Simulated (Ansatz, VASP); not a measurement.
**CdInS2: VASP beside Ansatz**

INCAR

```
SYSTEM = CdInS2
ALGO = Normal
EDIFF = 1E-6
ENCUT = 520
GGA = PE
ISIF = 2
ISMEAR = 0
LASPH = .TRUE.
LCHARG = .FALSE.
LREAL = .FALSE.
LWAVE = .FALSE.
NBANDS = 26
NELM = 60
PREC = Accurate
SIGMA = 0.15
```

The input KPOINTS:

```
k-points
0
G
  12 12 6
  0 0 0
```

Contents of POSCAR:

```
CdInS2
1.0
    4.0863836495      0.0000000000      0.0000000000
   -2.0431918247      3.5389120501      0.0000000000
    0.0000000000      0.0000000000      6.1115953862
Cd In S
1 1 2
Direct
    0.0000000000      0.0000000000      0.0000000000
    0.0000000000      0.0000000000      0.5000000000
    0.6666666667      0.3333333333      0.8067465330
    0.3333333333      0.6666666667      0.1932534670
```

Input for Ansatz:

```yaml
crystal:
  lattice:
    - [4.0863836495, 0.0, 0.0]
    - [-2.0431918247, 3.5389120501, 0.0]
    - [0.0, 0.0, 6.1115953862]
  atoms:
    - { symbol: Cd, position: [0.0, 0.0, 0.0] }
    - { symbol: In, position: [0.0, 0.0, 0.5] }
    - { symbol: S, position: [0.6666666667, 0.3333333333, 0.806746533] }
    - { symbol: S, position: [0.3333333333, 0.6666666667, 0.193253467] }
basis:
  ecutwfc: 420
kpoints:
  mp_grid: { grid: [12, 12, 6] }
hamiltonian:
  xc: pbe
scf:
  occupations: { method: gaussian, width: 0.15 }
output:
  forces: true
  stress: true
  eigenvalues: true
```

Alike in both runs: task single point; functional PBE; k mesh 12 × 12 × 6; occupations gaussian, width 0.15 eV; no spin polarisation.

```csv
,VASP,Ansatz
version,VASP 6.6.1,Ansatz 0.2.0
potentials or method,"VASP PAW PBE potentials, release 64 (Cd, In_d, S), cutoff 520 eV","scalar-relativistic, plane waves, PAW"
valence electrons in the cell,37,45
```

```csv
,VASP,Ansatz,Ansatz less VASP
gap on the k mesh at the Fermi level (eV),none,none,-
pressure (GPa),4.6,4.4,-0.26
"traceless stress, the component that is largest in VASP (GPa)",5.11,5.17,+0.064
rms of the force components (eV/Å),0.661,0.647,-0.0142
```

Atom by atom the forces differ by 0.014 eV/Å (rms over components). A gap of «none» marks a metal or a gap that the smearing closes. VASP's potentials hold 37 valence electrons a cell and Ansatz's 45, so a difference there can come from the potentials and not from the codes.
